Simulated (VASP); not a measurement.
Write the native input for VASP 6.6.1 that does the following.

```yaml
Task: single point
Functional: r2SCAN
Potentials_or_basis: VASP PAW PBE potentials, release 64 (Zn, Se)
Cutoff: 520 eV
k_mesh: 6 × 6 × 6
Occupations: gaussian, width 0.01 eV
Spin: no spin polarisation
Dipole_correction: no
Further_INCAR_settings: ALGO = Normal; EDIFF = 1e-06; NBANDS = 16
```

ZnSe:

```
CELL_PARAMETERS angstrom
0.00000 2.83400 2.83400
2.83400 0.00000 2.83400
2.83400 2.83400 0.00000
ATOMIC_POSITIONS crystal
Zn 0.00000 0.00000 0.00000
Se 0.25000 0.25000 0.25000
```

One way to write it, as run:

POSCAR

```
ZnSe
1.0
    0.0000000000      2.8340000000      2.8340000000
    2.8340000000      0.0000000000      2.8340000000
    2.8340000000      2.8340000000      0.0000000000
Zn Se
1 1
Direct
    0.0000000000      0.0000000000      0.0000000000
    0.2500000000      0.2500000000      0.2500000000
```

INCAR.step1

```
SYSTEM = ZnSe
PREC = Accurate
ENCUT = 520
ISMEAR = 0
SIGMA = 0.01
LREAL = .FALSE.
LASPH = .TRUE.
NELM = 100
NBANDS = 16
GGA = PE
ALGO = Normal
EDIFF = 1E-4
LWAVE = .TRUE.
LCHARG = .FALSE.
```

INCAR.step2

```
SYSTEM = ZnSe
PREC = Accurate
ENCUT = 520
EDIFF = 1E-6
ISMEAR = 0
SIGMA = 0.01
LREAL = .FALSE.
LASPH = .TRUE.
NELM = 100
ALGO = Normal
ISIF = 2
LWAVE = .FALSE.
LCHARG = .FALSE.
METAGGA = R2SCAN
LMIXTAU = .TRUE.
NBANDS = 16
ISTART = 1
```

KPOINTS

```
regular mesh
0
G
  6 6 6
  0 0 0
```

Potentials or basis: VASP PAW PBE potentials, release 64 (Zn, Se).

The run is started by

```bash
$ cat potpaw_PBE.64/Zn/POTCAR potpaw_PBE.64/Se/POTCAR > POTCAR
$ cp INCAR.step1 INCAR
$ mpirun -np 1 vasp_std > vasp.out
$ cp INCAR.step2 INCAR
$ mpirun -np 1 vasp_std > vasp.out
```

It gave:

```yaml
Pressure: 0.0 GPa
Band_gap_on_the_k_mesh: 1.87 eV
```

Caveat: the PAW data sets were made with another functional, which shifts forces and pressure a little.

Run time: 98 s on 1 thread of Intel Xeon 8259CL, on a shared host, peak memory 0.17 GiB.
